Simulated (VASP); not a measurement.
Write the native input for VASP 6.6.1 that does the following.

| Property | Result |
| --- | --- |
| Task | single point |
| Functional | PBEsol |
| Potentials or basis | VASP PAW PBE potentials, release 64 (Hf_pv) |
| Cutoff | 520 eV |
| k mesh | 18 × 18 × 18 |
| Occupations | gaussian, width 0.15 eV |
| Spin | no spin polarisation |
| Dipole correction | no |
| Further INCAR settings | ALGO = Fast; EDIFF = 1e-06; NBANDS = 11 |

The structure of Hf lies in POSCAR:

```
Hf
1.0
   -1.7147500000      1.7147500000      1.8952500000
    1.7147500000     -1.7147500000      1.8952500000
    1.7147500000      1.7147500000     -1.8952500000
Hf
1
Direct
    0.0000000000      0.0000000000      0.0000000000
```

This cell differs from its parent crystal: strain -0.050 along x and y, +0.050 along z.

These files were run (other wordings do the same):

INCAR

```
SYSTEM = Hf
  ALGO = Fast
  EDIFF = 1E-6
  ENCUT = 520
  GGA = PS
  ISIF = 2
  ISMEAR = 0
  LASPH = .TRUE.
  LCHARG = .FALSE.
  LREAL = .FALSE.
  LWAVE = .FALSE.
  NBANDS = 11
  NELM = 100
  PREC = Accurate
  SIGMA = 0.15
```

KPOINTS

```
k-points
0
G
  18 18 18
  0 0 0
```

Potentials or basis: VASP PAW PBE potentials, release 64 (Hf_pv).

Command:

```console
$ cat potpaw_PBE.64/Hf_pv/POTCAR > POTCAR
$ mpirun -np 1 vasp_std > vasp.out
```

It gave:

| Property | Result |
| --- | --- |
| Pressure | -4.5 GPa |
| Band gap on the k mesh | zero (band 5 reaches 5.80 eV, above the bottom of band 6 at 3.77 eV) |

Caveat: the cell differs from its parent crystal (strain -0.050 along x and y, +0.050 along z); the PAW data sets were made with another functional, which shifts forces and pressure a little; spin-orbit coupling is left out, which moves the levels of the heavy elements.

Wall time 38 s on 1 thread of Intel(R) Xeon(R) 6975P-C (Granite Rapids), on a shared host, peak memory 0.23 GiB.
